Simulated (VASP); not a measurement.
# Ta (P6_3/mmc) in VASP: further runs

The runs below take Ta through single point, relaxation of cell and atoms, with LDA.

Program: VASP 6.6.1. These are calculated values, not measurements. Logs are shortened: lines on timing, memory, paths and dates and some standing lists are left out, and cuts for length are marked.

**1. The cell of the first run**

Symmetry: P6_3/mmc, No. 194, hexagonal system. Conventional cell: a = 2.838 Å, b = 2.838 Å, c = 5.062 Å, α = 90.00°, β = 90.00°, γ = 120.00°. Ta (site symmetry -6m2) has 12 Ta at 2.84 to 3.02 Å within 3.7 Å.

This isn't the form of Ta at room conditions, which is bcc.

**2. Single point, LDA**

The input, INCAR:

```
  PREC = Accurate
  ENCUT = 520
  EDIFF = 1E-6
  ISMEAR = -1
  SIGMA = 0.05
  LREAL = False
  LASPH = True
  NELM = 60
  ALGO = Normal
  ISIF = 2
  LWAVE = False
  LCHARG = False
  GGA = CA
  NBANDS = 18
```

The input, KPOINTS:

```
regular mesh
0
Gamma
  16 16 9
```

The input, POSCAR:

```
Ta
1.0
    2.8378119451      0.0000000000      0.0000000000
   -1.4189059725      2.4576172356      0.0000000000
    0.0000000000      0.0000000000      5.0623580179
Ta
2
Direct
    0.3333333333      0.6666666667      0.2500000000
    0.6666666667      0.3333333333      0.7500000000
```

Potentials or basis: VASP PAW LDA potentials, release 64 (Ta_pv).

Command:

```sh
> cat potpaw_LDA.64/Ta_pv/POTCAR > POTCAR
> mpirun -np 1 vasp_std > vasp.out
```

OUTCAR:

```text
PREC = Accurate
   ENCUT = 520
   EDIFF = 1E-6
   ISMEAR = -1
   LREAL = False
   LASPH = True
   NELM = 60
   ISIF = 2
   GGA = CA

 ion  position               nearest neighbor table
   1  0.333  0.667  0.250-   2 3.02   2 3.02   2 3.02   2 3.02   2 3.02   2 3.02
   2  0.667  0.333  0.750-   1 3.02   1 3.02   1 3.02   1 3.02   1 3.02   1 3.02

  LATTYP: Found a hexagonal cell.
 ALAT       =     2.8378119451
 C/A-ratio  =     1.7838948161

  Lattice vectors:

 A1 = (   2.8378119451,   0.0000000000,   0.0000000000)
 A2 = (  -1.4189059725,   2.4576172356,   0.0000000000)
 A3 = (   0.0000000000,   0.0000000000,   5.0623580179)

Analysis of symmetry for initial positions (statically):
=====================================================================
 Subroutine PRICEL returns:
 Original cell was already a primitive cell.

 Routine SETGRP: Setting up the symmetry group for a
 hexagonal supercell.

 Subroutine GETGRP returns: Found 24 space group operations
 (whereof 12 operations were pure point group operations)
 out of a pool of 24 trial point group operations.

The static configuration has the point symmetry D_3d.
 The point group associated with its full space group is D_6h.

Analysis of symmetry for dynamics (positions and initial velocities):
=====================================================================
 Subroutine PRICEL returns:
 Original cell was already a primitive cell.

 Routine SETGRP: Setting up the symmetry group for a
 hexagonal supercell.

 Subroutine GETGRP returns: Found 24 space group operations
 (whereof 12 operations were pure point group operations)
 out of a pool of 24 trial point group operations.

The dynamic configuration has the point symmetry D_3d.
 The point group associated with its full space group is D_6h.

 Subroutine INISYM returns: Found 24 space group operations
 (whereof 12 operations are pure point group operations),
 and found     1 'primitive' translations

----------------------------------------------------------------------------------------

                                     Primitive cell

  volume of cell :      35.3062

  direct lattice vectors                    reciprocal lattice vectors
     2.837811945  0.000000000  0.000000000     0.352384168  0.203449094  0.000000000
[... 82 lines left out ...]
   LSORBIT =      F    spin-orbit coupling
   LASPH  =      T    aspherical Exc in radial PAW
   ENCUT  =  520.0 eV  38.22 Ry    6.18 a.u.   5.28  5.28  9.41*2*pi/ulx,y,z
   NELM   =     60;   NELMIN=  2; NELMDL= -5     # of ELM steps
   EDIFF  = 0.1E-05   stopping-criterion for ELM
   LREAL  =      F    real-space projection
   EDIFFG = 0.1E-04   stopping-criterion for IOM
   NSW    =      0    number of steps for IOM
   IBRION =     -1    ionic relax: 0-MD 1-quasi-New 2-CG
   NFREE  =      0    steps in history (QN), initial steepest desc. (CG)
   ISIF   =      2    stress and relaxation
   ISYM   =      2    0-nonsym 1-usesym 2-fastsym
   POTIM  = 0.5000    time-step for ionic-motion
   TEBEG  =    0.0;   TEEND  =   0.0 temperature during run
   PSTRESS=    0.0 pullay stress
   NELECT =      22.0000    total number of electrons
   NUPDOWN=      -1.0000    fix difference up-down
   EMIN   =  10.00;   EMAX   =-10.00  energy-range for DOS
   EFERMI =   0.00;   METHOD = LEGACY
   ISMEAR =    -1;   SIGMA  =   0.05  broadening in eV -4-tet -1-fermi 0-gaus
   EFERMI_NEDOS =   21; number of points for ismear=-14 and -15
   IALGO  =     38    algorithm
   IMIX   =      4    mixing-type and parameters
     AMIX     =   0.40;   BMIX     =  1.00
     AMIX_MAG =   1.60;   BMIX_MAG =  1.00
  volume/ion in A,a.u.               =      17.65       119.13
  Fermi-wavevector in a.u.,A,eV,Ry     =   1.398295  2.642394 26.602506  1.955229
  Thomas-Fermi vector in A             =   2.521467
   LORBIT       =      0    0 simple, 1 ext, 2 COOP (PROOUT), +10 PAW based schemes
   GGA     = CA    functional components
   LHFCALC =     F    Hartree Fock is set to
   AEXX    =    0.0000 exact exchange contribution
   IVDW    =     0    specifies the selected vdW correction
   LEPSILON=     F    determine dielectric tensor
   LRPA    =     F    only Hartree local field effects (RPA)
 non-spin polarized calculation
  energy-cutoff  :      520.00
  volume of cell :       35.31
 maximum number of plane-waves:       972
 NGX is ok and might be reduce to    24
   NGX = 11   NGY = 11   NGZ = 19

 number of electron      21.9999998 magnetization

 Free energy of the ion-electron system (eV)
  ---------------------------------------------------
  ext. energy  EPLUGINS =         0.00000000
  ---------------------------------------------------
  free energy    TOTEN  =       -25.05233335 eV

  energy without entropy =      -25.03100823  energy(sigma->0) =      -25.04167079

 E-fermi :   6.0000     XC(G=0): -12.8857

 val. band max:        5.9975300217   @ k =   0.1250  -0.0000   0.4444
 cond. band min:       6.0034364307   @ k =   0.2500   0.1250   0.3333
 fundamental gap:      0.0059064089
 Fermi energy:         5.9999573648

 k-point     1 :       0.0000    0.0000    0.0000
  band No.  band energies     occupation
      1     -28.3924      2.00000
      2     -27.3664      2.00000
      3     -27.2303      2.00000
      4     -27.2303      2.00000
      5     -27.1287      2.00000
      6     -27.1287      2.00000
[... 481 lines left out ...]
      5     -27.5319      2.00000
      6     -27.4772      2.00000
[... 10 lines left out ...]
     17      12.9052      0.00000
     18      15.3901      0.00000

 [... further k-points ...]

------------------------ aborting loop because EDIFF is reached ----------------------------------------

  FORCE on cell =-STRESS in cart. coord.  units (eV):
  Direction    XX          YY          ZZ          XY          YZ          ZX
  --------------------------------------------------------------------------------------
  -------------------------------------------------------------------------------------
  Total        0.2054411      0.2054411      0.1905606      0.0000000      0.0000000     -0.0000000
  in kB        9.3228162      9.3228162      8.6475460      0.0000000      0.0000000     -0.0000000
  external PRESSURE =       9.0977261 kB  Pullay stress =       0.0000000 kB

 VOLUME and BASIS-vectors are now :
 -----------------------------------------------------------------------------
  energy-cutoff  :      520.00
  volume of cell :       35.31
      direct lattice vectors                 reciprocal lattice vectors
     2.837811945  0.000000000  0.000000000     0.352384168  0.203449094  0.000000000
    -1.418905972  2.457617236  0.000000000     0.000000000  0.406898188  0.000000000
     0.000000000  0.000000000  5.062358018     0.000000000  0.000000000  0.197536404

 POSITION                                       TOTAL-FORCE (eV/Angst)
 -----------------------------------------------------------------------------------
     -0.00000      1.63841      1.26559         0.000000      0.000000      0.000000
      1.41891      0.81921      3.79677        -0.000000      0.000000      0.000000
 -----------------------------------------------------------------------------------
    total drift:                                0.000000     -0.000000      0.000000

  FREE ENERGIE OF THE ION-ELECTRON SYSTEM (eV)
  ---------------------------------------------------
  free  energy   TOTEN  =       -25.0523333548 eV

  energy  without entropy=      -25.0310082307  energy(sigma->0) =      -25.04167079
```

stdout:

```text
POSCAR found type information on POSCAR Ta
 POSCAR found :  1 types and       2 ions
 scaLAPACK will be used
 LDA part: xc-table for (Slater(with rela. corr.)+CA(PZ))
 , standard interpolation
 POSCAR, INCAR and KPOINTS ok, starting setup
 FFT: planning ... GRIDC
 FFT: planning ... GRID_SOFT
 FFT: planning ... GRID
 WAVECAR not read
 entering main loop
```

Run time: 2.4 min. Hardware: 1 thread of AMD EPYC 7R13, shared host; peak memory 0.17 GiB.

What came out:

```
Free energy            : -25.0523 eV
Pressure               : 0.9 GPa
Band gap on the k mesh : zero (bands 11 and 12 overlap by 2.21 eV)
```

Caveat: spin-orbit coupling is left out, which moves the levels of the heavy elements.

**3. Single point, LDA**

The input, INCAR:

```
  PREC = Accurate
  ENCUT = 520
  EDIFF = 1E-6
  ISMEAR = -1
  SIGMA = 0.05
  LREAL = F
  LASPH = T
  NELM = 80
  ALGO = Normal
  ISIF = 2
  LWAVE = F
  LCHARG = F
  NBANDS = 18
```

The input, KPOINTS:

```
Automatic mesh
0
Gamma
  16 16 9
```

The input, POSCAR:

```
Ta
1.0
    2.8387240916      0.0000000000      0.0000000000
   -1.4193620458      2.4584071777      0.0000000000
    0.0000000000      0.0000000000      5.0626929886
Ta
2
Direct
    0.3333333333      0.6666666667      0.2500000000
    0.6666666667      0.3333333333      0.7500000000
```

Potentials or basis: VASP PAW LDA potentials, release 64 (Ta_pv).

Command:

```sh
> cat potpaw_LDA.64/Ta_pv/POTCAR > POTCAR
> mpirun -np 1 vasp_std > vasp.out
```

Wall time 2.5 min (1 thread of AMD EPYC 7R13, shared host); peak memory 0.17 GiB.

Results (log left out):

```yaml
Free_energy: -25.0525 eV
Pressure: 0.8 GPa
Band_gap_on_the_k_mesh: zero (bands 11 and 12 overlap by 2.21 eV)
```

Levels at points of the mesh, in eV from the Fermi level:
| k point | band 8 | band 9 | band 10 | band 11 | band 12 | band 13 | band 14 | band 15 |
| --- | --- | --- | --- | --- | --- | --- | --- | --- |
| (0.00, 0.00, 0.00) | -5.09 | -0.71 | 0.21 | 0.54 | 0.54 | 1.15 | 1.15 | 3.09 |
| (0.50, 0.00, 0.00) | -4.14 | -3.62 | -0.42 | -0.24 | 0.53 | 0.81 | 5.88 | 6.90 |

Caveat: spin-orbit coupling is left out, which moves the levels of the heavy elements.

**4. Relaxation of cell and atoms, LDA**

This run uses another cell than the first one, of 17.25 Å³/atom.

The input, INCAR:

```
SYSTEM = Ta
PREC = Accurate
ENCUT = 600
EDIFF = 1E-7
ISMEAR = -1
SIGMA = 0.05
LREAL = .FALSE.
LASPH = .TRUE.
NELM = 60
ALGO = Normal
ISIF = 3
LWAVE = .FALSE.
LCHARG = .FALSE.
IBRION = 2
NSW = 60
EDIFFG = -0.005
```

The input, KPOINTS:

```
regular mesh
0
G
  16 16 9
  0 0 0
```

The input, POSCAR:

```
Ta
1.0
    2.9079220272      0.0000000000      0.0000000000
   -1.4539610136      2.5183343478      0.0000000000
    0.0000000000      0.0000000000      4.7108336841
Ta
2
Direct
    0.3333333333      0.6666666667      0.2500000000
    0.6666666667      0.3333333333      0.7500000000
```

Potentials or basis: VASP PAW LDA potentials, release 64 (Ta_pv).

Command:

```sh
> cat potpaw_LDA.64/Ta_pv/POTCAR > POTCAR
> mpirun -np 1 vasp_std > vasp.out
```

OUTCAR:

```text
SYSTEM = Ta
   PREC = Accurate
   ENCUT = 600
   EDIFF = 1E-7
   ISMEAR = -1
   LREAL = .FALSE.
   LASPH = .TRUE.
   NELM = 60
   ISIF = 3
   IBRION = 2
   NSW = 60
   EDIFFG = -0.005

 ion  position               nearest neighbor table
   1  0.333  0.667  0.250-   2 2.89   2 2.89   2 2.89   2 2.89   2 2.89   2 2.89
   2  0.667  0.333  0.750-   1 2.89   1 2.89   1 2.89   1 2.89   1 2.89   1 2.89

  LATTYP: Found a hexagonal cell.
 ALAT       =     2.9079220272
 C/A-ratio  =     1.6200000000

  Lattice vectors:

 A1 = (   2.9079220272,   0.0000000000,   0.0000000000)
 A2 = (  -1.4539610136,   2.5183343478,   0.0000000000)
 A3 = (   0.0000000000,   0.0000000000,   4.7108336841)

Analysis of symmetry for initial positions (statically):
=====================================================================
 Subroutine PRICEL returns:
 Original cell was already a primitive cell.

 Routine SETGRP: Setting up the symmetry group for a
 hexagonal supercell.

 Subroutine GETGRP returns: Found 24 space group operations
 (whereof 12 operations were pure point group operations)
 out of a pool of 24 trial point group operations.

The static configuration has the point symmetry D_3d.
 The point group associated with its full space group is D_6h.

Analysis of symmetry for dynamics (positions and initial velocities):
=====================================================================
 Subroutine PRICEL returns:
 Original cell was already a primitive cell.

 Routine SETGRP: Setting up the symmetry group for a
 hexagonal supercell.

 Subroutine GETGRP returns: Found 24 space group operations
 (whereof 12 operations were pure point group operations)
 out of a pool of 24 trial point group operations.

The dynamic configuration has the point symmetry D_3d.
 The point group associated with its full space group is D_6h.

 Subroutine INISYM returns: Found 24 space group operations
 (whereof 12 operations are pure point group operations),
 and found     1 'primitive' translations

[... 139 lines left out ...]
  ext. energy  EPLUGINS =         0.00000000
  ---------------------------------------------------
  free energy    TOTEN  =       -24.92475300 eV

  energy without entropy =      -24.90318006  energy(sigma->0) =      -24.91396653

------------------------ aborting loop because EDIFF is reached ----------------------------------------

  FORCE on cell =-STRESS in cart. coord.  units (eV):
  Direction    XX          YY          ZZ          XY          YZ          ZX
  --------------------------------------------------------------------------------------
  -------------------------------------------------------------------------------------
  Total        0.3706037      0.3706037      3.1167948     -0.0000000     -0.0000000      0.0000000
  in kB       17.2118046     17.2118046    144.7520999     -0.0000000     -0.0000000      0.0000000
  external PRESSURE =      59.7252364 kB  Pullay stress =       0.0000000 kB
[... 203 lines left out ...]
--------------------------------------- Ionic step        7  -------------------------------------------

 number of electron      21.9999998 magnetization

 Free energy of the ion-electron system (eV)
  ---------------------------------------------------
  ext. energy  EPLUGINS =         0.00000000
  ---------------------------------------------------
  free energy    TOTEN  =       -25.05271229 eV

  energy without entropy =      -25.03125370  energy(sigma->0) =      -25.04198300

 E-fermi :   5.9592     XC(G=0): -12.8624

 val. band max:        5.9512689202   @ k =   0.0625   0.0625   0.3333
 cond. band min:       5.9612669127   @ k =   0.2500   0.1250   0.3333
 fundamental gap:      0.0099979926
 Fermi energy:         5.9591556747

 k-point     1 :       0.0000    0.0000    0.0000
  band No.  band energies     occupation
      1     -28.4308      2.00000
      2     -27.4217      2.00000
      3     -27.2853      2.00000
      4     -27.2853      2.00000
      5     -27.1854      2.00000
      6     -27.1854      2.00000
      7      -2.3639      2.00000
      8       0.8799      2.00000
      9       5.2546      2.00000
     10       6.1501      0.04295
     11       6.5070      0.00003
     12       6.5070      0.00003
     13       7.1097      0.00000
     14       7.1097      0.00000
[... 401 lines left out ...]
      2     -28.1851      2.00000
      3     -27.9938      2.00000
      4     -27.7035      2.00000
      5     -27.5833      2.00000
      6     -27.5303      2.00000
      7       1.9523      2.00000
      8       3.0081      2.00000
      9       3.5133      2.00000
     10       4.2995      2.00000
     11       5.5403      1.99954
     12       5.9408      1.18167
     13       6.7487      0.00000
     14       8.3697      0.00000
     15      10.9161      0.00000

 [... further k-points ...]

------------------------ aborting loop because EDIFF is reached ----------------------------------------

  FORCE on cell =-STRESS in cart. coord.  units (eV):
  Direction    XX          YY          ZZ          XY          YZ          ZX
  --------------------------------------------------------------------------------------
  -------------------------------------------------------------------------------------
  Total        0.0045535      0.0045535     -0.0095772      0.0000000      0.0000000      0.0000000
  in kB        0.2056974      0.2056974     -0.4326358      0.0000000      0.0000000      0.0000000
  external PRESSURE =      -0.0070803 kB  Pullay stress =       0.0000000 kB
[... 17 lines left out ...]
  FREE ENERGIE OF THE ION-ELECTRON SYSTEM (eV)
  ---------------------------------------------------
  free  energy   TOTEN  =       -25.0527122893 eV

  energy  without entropy=      -25.0312537044  energy(sigma->0) =      -25.04198300

 reached required accuracy - stopping structural energy minimisation
```

Run time: 13 min. Hardware: 1 thread of AMD EPYC 7R13, shared host; peak memory 0.19 GiB.

What came out:

| Quantity | Value |
| --- | --- |
| Free energy | -25.0527 eV |
| Relaxed volume | 17.73 Å³/atom |
| Relaxed cell | a = 2.842 Å, b = 2.842 Å, c = 5.071 Å, α = 90.00°, β = 90.00°, γ = 120.00° |
| Space group after relaxing (to 0.1 Å) | P6_3/mmc (No. 194) |
| Energy gained by relaxing | 64.0 meV/atom |
| Ionic steps | 7 |
| Pressure after relaxing | 0.0 GPa |
| Band gap on the k mesh | zero (bands 11 and 12 overlap by 2.19 eV) |

Step by step:
| step | energy change (eV) | largest force (eV/Å) | pressure (GPa) | volume (Å³) |
| --- | --- | --- | --- | --- |
| 1 | 0.0000 | 0.0000 | 5.97 | 34.50 |
| 2 | -0.0211 | 0.0000 | -11.94 | 37.76 |
| 3 | -0.0652 | 0.0000 | -4.83 | 36.27 |
| 4 | -0.1222 | 0.0000 | -1.82 | 35.82 |
| 5 | -0.1244 | 0.0000 | -2.42 | 35.90 |
| 6 | -0.1213 | 0.0000 | 3.52 | 34.88 |
| 7 | -0.1280 | 0.0000 | 0.00 | 35.47 |

Final structure:
```
Ta
1.0
     2.84176    0.00000    0.00000
    -1.42088    2.46103    0.00000
     0.00000    0.00000    5.07132
Ta
2
Direct
  0.33333 0.66667 0.25000
  0.66667 0.33333 0.75000
```

Caveat: spin-orbit coupling is left out, which moves the levels of the heavy elements.

**5. Relaxation of cell and atoms, LDA**

The input, INCAR:

```
  ALGO = Normal
  EDIFF = 1E-6
  EDIFFG = -0.005
  ENCUT = 600
  IBRION = 2
  ISIF = 3
  ISMEAR = -1
  LASPH = T
  LCHARG = F
  LREAL = F
  LWAVE = F
  NELM = 60
  NSW = 45
  PREC = Accurate
  SIGMA = 0.05
```

The input, KPOINTS:

```
k-points
0
Gamma
  16 16 9
```

The input, POSCAR:

```
Ta
1.0
    2.8387240916      0.0000000000      0.0000000000
   -1.4193620458      2.4584071777      0.0000000000
    0.0000000000      0.0000000000      5.0626929886
Ta
2
Direct
    0.3333333333      0.6666666667      0.2500000000
    0.6666666667      0.3333333333      0.7500000000
```

Command:

```sh
> cat potpaw_LDA.64/Ta_pv/POTCAR > POTCAR
> mpirun -np 1 vasp_std > vasp.out
```

Wall time 5.5 min (1 thread of AMD EPYC 7R13, shared host); peak memory 0.18 GiB.

The run converged. Its results:

- Free energy: -25.0530 eV
- Relaxed volume: 17.74 Å³/atom
- Relaxed cell: a = 2.843 Å, b = 2.843 Å, c = 5.070 Å, α = 90.00°, β = 90.00°, γ = 120.00°
- Space group after relaxing (to 0.1 Å): P6_3/mmc (No. 194)
- Energy gained by relaxing: 0.2 meV/atom
- Ionic steps: 5
- Pressure after relaxing: 0.0 GPa
- Band gap on the k mesh: zero (bands 11 and 12 overlap by 2.19 eV)

Stress tensor (GPa, compression positive):
```
-0.04  0.00  0.00
 0.00 -0.04  0.00
 0.00  0.00  0.04
```

The path:
```tsv
step	energy change (eV)	largest force (eV/Å)	pressure (GPa)	volume (Å³)
1	0.0000	0.0000	0.77	35.33
2	0.0013	0.0000	-1.82	35.77
3	-0.0003	0.0000	0.02	35.47
4	-0.0003	0.0000	0.00	35.47
5	-0.0003	0.0000	-0.02	35.48
```

Final structure:
```
Ta
1.0
     2.84261    0.00000    0.00000
    -1.42131    2.46177    0.00000
     0.00000    0.00000    5.06957
Ta
2
Cartesian
  0.0000 1.6412 1.2674
  1.4213 0.8206 3.8022
```

Levels at points of the mesh, in eV from the Fermi level:
```csv
k point,band 7,band 8,band 9,band 10,band 11,band 12,band 13,band 14,band 15
"(0.00, 0.00, 0.00)",-8.32,-5.08,-0.70,0.20,0.55,0.55,1.15,1.15,3.08
"(0.50, 0.00, 0.00)",-4.20,-4.12,-3.60,-0.42,-0.25,0.53,0.81,5.85,6.86
```

Caveat: spin-orbit coupling is left out, which moves the levels of the heavy elements.

**6. Summary**

```csv
task,cell,cutoff (eV),gap on the mesh (eV),pressure (GPa),relaxed volume (Å³/atom)
single point,"a = 2.838, b = 2.838, c = 5.062 Å, angles 90.0, 90.0, 120.0°, 2 atoms",520,none,0.9,-
single point,"a = 2.839, b = 2.839, c = 5.063 Å, angles 90.0, 90.0, 120.0°, 2 atoms",520,none,0.8,-
relaxation of cell and atoms,"relaxed from a = 2.908, b = 2.908, c = 4.711 Å, angles 90.0, 90.0, 120.0°, 2 atoms",600,none,0.0,17.73
relaxation of cell and atoms,"relaxed from a = 2.839, b = 2.839, c = 5.063 Å, angles 90.0, 90.0, 120.0°, 2 atoms",600,none,0.0,17.74
```

Alike in all rows: level LDA; potentials or basis VASP PAW LDA potentials, release 64 (Ta_pv); no spin polarisation; k mesh 16 × 16 × 9; smearing fermi-dirac 0.05 eV.

Caveats: spin-orbit coupling is left out, which moves the levels of the heavy elements.

Total energies depend on the potentials used, so only differences within one code and one set of settings carry meaning.
